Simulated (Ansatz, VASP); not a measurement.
## Two plane-wave programs on PbS

The input INCAR:

```
SYSTEM = PbS
PREC = Accurate
ENCUT = 520
EDIFF = 1E-6
ISMEAR = -1
SIGMA = 0.02
LREAL = .False.
LASPH = .True.
NELM = 80
ALGO = Normal
ISIF = 2
LWAVE = .False.
LCHARG = .False.
GGA = PE
NBANDS = 17
```

Contents of KPOINTS:

```
regular mesh
0
Gamma
  8 8 8
  0 0 0
```

File POSCAR:

```
PbS
1.0
    0.0000000000      2.9274880227      2.9274880227
    2.9274880227      0.0000000000      2.9274880227
    2.9274880227      2.9274880227      0.0000000000
Pb S
1 1
Direct
    0.0000000000      0.0000000000      0.0000000000
    0.5000000000      0.5000000000      0.5000000000
```

Input for Ansatz:

```yaml
crystal:
  lattice:
    - [0.0, 2.9274880227, 2.9274880227]
    - [2.9274880227, 0.0, 2.9274880227]
    - [2.9274880227, 2.9274880227, 0.0]
  atoms:
    - { symbol: Pb, position: [0.0, 0.0, 0.0] }
    - { symbol: S, position: [0.5, 0.5, 0.5] }
kpoints:
  mp_grid: { grid: [8, 8, 8] }
  band_path:
    path:
      - [0.0, 0.0, 0.0]
      - [0.5, 0.0, 0.5]
      - [0.625, 0.25, 0.625]
      - [0.375, 0.375, 0.75]
      - [0.5, 0.5, 0.5]
      - [0.5, 0.25, 0.75]
      - [0.0, 0.0, 0.5]
    npoints: 1
hamiltonian:
  xc: pbe
scf:
  occupations: { method: fermi_dirac, width: 0.02 }
  n_extra_bands: 4
output:
  forces: true
  stress: true
  eigenvalues: true
  write_density: true
  write_potential: true
  elf: true
  volumetric_format: npy
```

Change from the starting cell: hydrostatic strain -2.0%.

Alike in both runs: task single point; functional PBE; k mesh 8 × 8 × 8; occupations fermi-dirac, width 0.02 eV; no spin polarisation.

|  | VASP | Ansatz |
| --- | --- | --- |
| version | VASP 6.6.1 | Ansatz 0.2.0 |
| potentials or method | VASP PAW PBE potentials, release 64 (Pb_d, S) | plane waves, PAW |
| plane-wave cutoff (eV) | 520 | 420 |
| valence electrons in the cell | 20 | 20 |

|  | VASP | Ansatz | Ansatz less VASP |
| --- | --- | --- | --- |
| pressure (GPa) | 4.8 | 4.9 | +0.09 |

Neither program's run includes spin-orbit coupling.
